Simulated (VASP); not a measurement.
# CdSe (F-43m) in VASP: relaxation of cell and atoms with LDA

Aim: the relaxation of cell and atoms of CdSe with LDA.

Program: VASP 6.6.1. These are calculated values, not measurements. Logs are shortened: lines on timing, memory, paths and dates and some standing lists are left out, and cuts for length are marked.

### Step 1. The cell of the first run

It takes space group F-43m (No. 216, cubic). The conventional cell has a = 6.141 Å, b = 6.141 Å, c = 6.141 Å, α = 90.00°, β = 90.00°, γ = 90.00°. Cd (site symmetry -43m) has 4 Se at 2.66 Å within 3.5 Å. Se (site symmetry -43m) has 4 Cd at 2.66 Å within 3.5 Å.

### Step 2. Relaxation of cell and atoms, LDA

Input file INCAR:

```
SYSTEM = CdSe
  PREC = Accurate
  ENCUT = 600
  EDIFF = 1E-7
  ISMEAR = -1
  SIGMA = 0.1
  LREAL = .FALSE.
  LASPH = .TRUE.
  NELM = 80
  ALGO = Normal
  ISIF = 3
  LWAVE = .FALSE.
  LCHARG = .FALSE.
  GGA = CA
  IBRION = 2
  NSW = 100
  EDIFFG = -0.002
```

Input file KPOINTS:

```
Automatic mesh
0
G
  14 14 14
  0 0 0
```

Input file POSCAR:

```
CdSe
1.0
    0.0000000000      3.0702711986      3.0702711986
    3.0702711986      0.0000000000      3.0702711986
    3.0702711986      3.0702711986      0.0000000000
Cd Se
1 1
Direct
    0.0000000000      0.0000000000      0.0000000000
    0.7500000000      0.7500000000      0.7500000000
```

Potentials or basis: VASP PAW LDA potentials, release 64 (Cd, Se).

Command:

```console
> cat potpaw_LDA.64/Cd/POTCAR potpaw_LDA.64/Se/POTCAR > POTCAR
> mpirun -np 1 vasp_std > vasp.out
```

OUTCAR:

```text
SYSTEM = CdSe
   PREC = Accurate
   ENCUT = 600
   EDIFF = 1E-7
   ISMEAR = -1
   LREAL = .FALSE.
   LASPH = .TRUE.
   NELM = 80
   ISIF = 3
   GGA = CA
   IBRION = 2
   NSW = 100
   EDIFFG = -0.002

 ion  position               nearest neighbor table
   1  0.000  0.000  0.000-   2 2.66   2 2.66   2 2.66   2 2.66
   2  0.750  0.750  0.750-   1 2.66   1 2.66   1 2.66   1 2.66

  LATTYP: Found a face centered cubic cell.
 ALAT       =     6.1405423972

  Lattice vectors:

 A1 = (   0.0000000000,   3.0702711986,   3.0702711986)
 A2 = (   3.0702711986,   0.0000000000,   3.0702711986)
 A3 = (   3.0702711986,   3.0702711986,   0.0000000000)

Analysis of symmetry for initial positions (statically):
=====================================================================
 Subroutine PRICEL returns:
 Original cell was already a primitive cell.

 Routine SETGRP: Setting up the symmetry group for a
 face centered cubic supercell.

 Subroutine GETGRP returns: Found 24 space group operations
 (whereof 24 operations were pure point group operations)
 out of a pool of 48 trial point group operations.

The static configuration has the point symmetry T_d .

Analysis of symmetry for dynamics (positions and initial velocities):
=====================================================================
 Subroutine PRICEL returns:
 Original cell was already a primitive cell.

 Routine SETGRP: Setting up the symmetry group for a
 face centered cubic supercell.

 Subroutine GETGRP returns: Found 24 space group operations
 (whereof 24 operations were pure point group operations)
 out of a pool of 48 trial point group operations.

The dynamic configuration has the point symmetry T_d .

 Subroutine INISYM returns: Found 24 space group operations
 (whereof 24 operations are pure point group operations),
 and found     1 'primitive' translations

----------------------------------------------------------------------------------------

                                     Primitive cell

  volume of cell :      57.8842

  direct lattice vectors                    reciprocal lattice vectors
     0.000000000  3.070271199  3.070271199    -0.162852063  0.162852063  0.162852063
     3.070271199  0.000000000  3.070271199     0.162852063 -0.162852063  0.162852063
     3.070271199  3.070271199  0.000000000     0.162852063  0.162852063 -0.162852063

  length of vectors
[... 95 lines left out ...]
   EMIN   =  10.00;   EMAX   =-10.00  energy-range for DOS
   EFERMI =   0.00;   METHOD = LEGACY
   ISMEAR =    -1;   SIGMA  =   0.10  broadening in eV -4-tet -1-fermi 0-gaus
   EFERMI_NEDOS =   21; number of points for ismear=-14 and -15
   IALGO  =     38    algorithm
   IMIX   =      4    mixing-type and parameters
     AMIX     =   0.40;   BMIX     =  1.00
     AMIX_MAG =   1.60;   BMIX_MAG =  1.00
  volume/ion in A,a.u.               =      28.94       195.31
  Fermi-wavevector in a.u.,A,eV,Ry     =   1.109121  2.095935 16.737199  1.230149
  Thomas-Fermi vector in A             =   2.245657
   LORBIT       =      0    0 simple, 1 ext, 2 COOP (PROOUT), +10 PAW based schemes
   GGA     = CA    functional components
   LHFCALC =     F    Hartree Fock is set to
   AEXX    =    0.0000 exact exchange contribution
   IVDW    =     0    specifies the selected vdW correction
   LEPSILON=     F    determine dielectric tensor
   LRPA    =     F    only Hartree local field effects (RPA)
 conjugate gradient relaxation of ions
 non-spin polarized calculation
  energy-cutoff  :      600.00
  volume of cell :       57.88
 maximum number of plane-waves:      1964
   NGX = 17   NGY = 17   NGZ = 17

--------------------------------------- Ionic step        1  -------------------------------------------

 number of electron      17.9999998 magnetization

 Free energy of the ion-electron system (eV)
  ---------------------------------------------------
  ext. energy  EPLUGINS =         0.00000000
  ---------------------------------------------------
  free energy    TOTEN  =        -6.73253875 eV

  energy without entropy =       -6.73207574  energy(sigma->0) =       -6.73230724

------------------------ aborting loop because EDIFF is reached ----------------------------------------

  FORCE on cell =-STRESS in cart. coord.  units (eV):
  Direction    XX          YY          ZZ          XY          YZ          ZX
  --------------------------------------------------------------------------------------
  -------------------------------------------------------------------------------------
  Total       -1.0583591     -1.0583591     -1.0583591      0.0000000     -0.0000000     -0.0000000
  in kB      -29.2943198    -29.2943198    -29.2943198      0.0000000     -0.0000000     -0.0000000
  external PRESSURE =     -29.2943198 kB  Pullay stress =       0.0000000 kB
[... 59 lines left out ...]
--------------------------------------- Ionic step        3  -------------------------------------------

 number of electron      18.0000003 magnetization

 Free energy of the ion-electron system (eV)
  ---------------------------------------------------
  ext. energy  EPLUGINS =         0.00000000
  ---------------------------------------------------
  free energy    TOTEN  =        -6.76407328 eV

  energy without entropy =       -6.76373492  energy(sigma->0) =       -6.76390410

 E-fermi :   1.4881     XC(G=0):  -9.4215

 val. band max:        1.4801685994   @ k =   0.0000   0.0000   0.0000
 cond. band min:       2.0657859198   @ k =   0.0714   0.0000   0.0000
 fundamental gap:      0.5856173204
 Fermi energy:         1.4880897114

 k-point     1 :       0.0000    0.0000    0.0000
  band No.  band energies     occupation
      1     -11.7615      2.00000
      2      -7.0028      2.00000
      3      -7.0028      2.00000
      4      -7.0028      2.00000
      5      -6.5904      2.00000
      6      -6.5904      2.00000
      7       1.0562      1.97372
      8       1.0562      1.97372
      9       1.0562      1.97372
     10       1.4802      1.03958
     11       6.8526      0.00000
     12       6.8526      0.00000
     13       6.8526      0.00000
[... 354 lines left out ...]
  band No.  band energies     occupation
      1     -11.5220      2.00000
      2      -6.9241      2.00000
      3      -6.9028      2.00000
      4      -6.7914      2.00000
      5      -6.6004      2.00000
      6      -6.5670      2.00000
      7      -1.7296      2.00000
      8       0.1938      2.00000
      9       0.1957      2.00000
     10       3.9500      0.00000
     11       5.8568      0.00000
     12       7.6705      0.00000
     13       8.0547      0.00000

 [... further k-points ...]
[... 5 lines left out ...]
  --------------------------------------------------------------------------------------
  -------------------------------------------------------------------------------------
  Total        0.0003900      0.0003900      0.0003900      0.0000000      0.0000000      0.0000000
  in kB        0.0114393      0.0114393      0.0114393      0.0000000      0.0000000      0.0000000
  external PRESSURE =       0.0114393 kB  Pullay stress =       0.0000000 kB
[... 17 lines left out ...]
  FREE ENERGIE OF THE ION-ELECTRON SYSTEM (eV)
  ---------------------------------------------------
  free  energy   TOTEN  =        -6.7640732799 eV

  energy  without entropy=       -6.7637349207  energy(sigma->0) =       -6.76390410

 reached required accuracy - stopping structural energy minimisation
```

OSZICAR:

```text
N       E                     dE             d eps       ncg     rms          rms(c)
DAV:   1     0.117251387443E+03    0.11725E+03   -0.95805E+03  2744   0.138E+03
[... 26 lines left out ...]
DAV:   1    -0.682939514830E+01   -0.69175E-01   -0.13526E+00  3104   0.163E+01    0.198E+00
DAV:   2    -0.677085018654E+01    0.58545E-01   -0.15032E-01  2949   0.640E+00    0.702E-01
DAV:   3    -0.676493363843E+01    0.59165E-02   -0.15353E-02  2904   0.146E+00    0.607E-01
DAV:   4    -0.676412950045E+01    0.80414E-03   -0.10756E-03  2784   0.322E-01    0.975E-02
DAV:   5    -0.676407480672E+01    0.54694E-04   -0.23228E-04  3184   0.246E-01    0.240E-02
DAV:   6    -0.676407295014E+01    0.18566E-05   -0.34255E-05  2819   0.832E-02    0.110E-02
DAV:   7    -0.676407334691E+01   -0.39677E-06   -0.11239E-06  3124   0.910E-03    0.158E-03
DAV:   8    -0.676407327991E+01    0.67000E-07   -0.21660E-07  1532   0.600E-03
   3 F= -.67640733E+01 E0= -.67639041E+01  d E =-.315345E-01
```

CONTCAR:

```text
CdSe
   1.00000000000000
     0.0000000000000000    3.0114378207874095    3.0114378207874095
     3.0114378207874095    0.0000000000000000    3.0114378207874095
     3.0114378207874095    3.0114378207874095   -0.0000000000000000
  Cd              Se
     1     1
Direct
     0.0000000000000000    0.0000000000000000    0.0000000000000000
     0.7500000000000000    0.7500000000000000    0.7500000000000000

  0.00000000E+00  0.00000000E+00  0.00000000E+00
  0.00000000E+00  0.00000000E+00  0.00000000E+00
```

It took 3.8 min on 1 thread of Intel Xeon 8259CL, shared host; peak memory 0.27 GiB.

Results:

* Free energy: -6.7641 eV
* Relaxed volume: 27.31 Å³/atom
* Relaxed cell: a = 4.259 Å, b = 4.259 Å, c = 4.259 Å, α = 60.00°, β = 60.00°, γ = 60.00°
* Space group after relaxing (to 0.1 Å): F-43m (No. 216)
* Energy gained by relaxing: 15.8 meV/atom
* Ionic steps: 3
* Pressure after relaxing: 0.0 GPa
* Band gap on the k mesh: 0.42 eV

The path:
```tsv
step	energy change (eV)	largest force (eV/Å)	pressure (GPa)	volume (Å³)
1	0.0000	0.0000	-2.93	57.88
2	-0.0277	0.0000	1.20	53.56
3	-0.0315	0.0000	0.00	54.62
```

Final structure:
```yaml
crystal:
  lattice:
    - [0.00000, 3.01144, 3.01144]
    - [3.01144, 0.00000, 3.01144]
    - [3.01144, 3.01144, 0.00000]
  atoms:
    - { symbol: Cd, position: [0.00000, 0.00000, 0.00000] }
    - { symbol: Se, position: [0.75000, 0.75000, 0.75000] }
```

Levels at points of the mesh, in eV from the valence-band top:
| k point | band 6 | band 7 | band 8 | band 9 | band 10 | band 11 | band 12 | band 13 |
| --- | --- | --- | --- | --- | --- | --- | --- | --- |
| (0.00, 0.00, 0.00) | -7.65 | 0.00 | 0.00 | 0.00 | 0.42 | 5.80 | 5.80 | 5.80 |
| (0.50, 0.00, 0.00) | -7.33 | -4.66 | -0.81 | -0.81 | 2.23 | 6.32 | 6.32 | 7.28 |
| (0.50, 0.50, 0.00) | -7.27 | -4.30 | -1.99 | -1.99 | 2.88 | 3.64 | 9.02 | 10.20 |

Caveat: semilocal functionals underestimate gaps, and a narrow one can read as zero.

The gap in the log of VASP goes by the Fermi energy; the results here count the filled bands.